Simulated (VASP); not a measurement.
Set up this calculation in VASP 6.6.1, as the native input.

```yaml
Task: relaxation of the atoms
Functional: PBEsol
Potentials_or_basis: VASP PAW PBE potentials, release 64 (Fe, Si)
Cutoff: 520 eV
k_mesh: 8 × 8 × 8
Occupations: gaussian, width 0.01 eV
Spin: no spin polarisation
Dipole_correction: no
Further_INCAR_settings: ALGO = Normal; EDIFF = 1e-06; IBRION = 2; EDIFFG = -0.01; NSW = 50
```

The structure of FeSi lies in POSCAR:

```
FeSi
1.0
    4.3587972429      0.0000000000      0.0000000000
    0.0000000000      4.3587972429      0.0000000000
    0.0000000000      0.0000000000      4.3587972429
Fe Si
4 4
Direct
    0.1368592080      0.1368592080      0.1368592080
    0.3631407920      0.8631407920      0.6368592080
    0.6368592080      0.3631407920      0.8631407920
    0.8631407920      0.6368592080      0.3631407920
    0.8409915082      0.8409915082      0.8409915082
    0.6590084918      0.1590084918      0.3409915082
    0.3409915082      0.6590084918      0.1590084918
    0.1590084918      0.3409915082      0.6590084918
```

One way to write it, as run:

INCAR

```
SYSTEM = FeSi
PREC     = Accurate       ! precision mode
ENCUT    = 520            ! plane-wave cutoff, eV
EDIFF    = 1E-6           ! SCF threshold, eV
ISMEAR   = 0              ! smearing method
SIGMA    = 0.01           ! smearing width, eV
LREAL    = .FALSE.        ! projectors in reciprocal space
LASPH    = .TRUE.         ! aspherical terms in the spheres
NELM     = 100            ! most SCF steps
ALGO     = Normal         ! electronic algorithm
ISIF     = 2              ! what is computed and relaxed
LWAVE    = .FALSE.        ! write WAVECAR
LCHARG   = .FALSE.        ! write CHGCAR
GGA      = PS             ! functional
IBRION   = 2              ! ionic algorithm
NSW      = 50             ! ionic steps
EDIFFG   = -0.01          ! ionic threshold
```

KPOINTS

```
Automatic mesh
0
G
  8 8 8
  0 0 0
```

Potentials or basis: VASP PAW PBE potentials, release 64 (Fe, Si).

Run with:

```bash
$ cat potpaw_PBE.64/Fe/POTCAR potpaw_PBE.64/Si/POTCAR > POTCAR
$ mpirun -np 1 vasp_std > vasp.out
```

It gave:

The energy gained by relaxing is 0.6 meV/atom and the ionic steps are 3. The pressure after relaxing is 8.5 GPa. The band gap on the k mesh is 0.14 eV (least direct gap 0.16 eV).

Caveat: the PAW data sets were made with another functional, which shifts forces and pressure a little.

Wall time 96 s on 1 thread of AMD EPYC 9R45 (Zen 5) (shared host), peak memory 0.2 GiB.
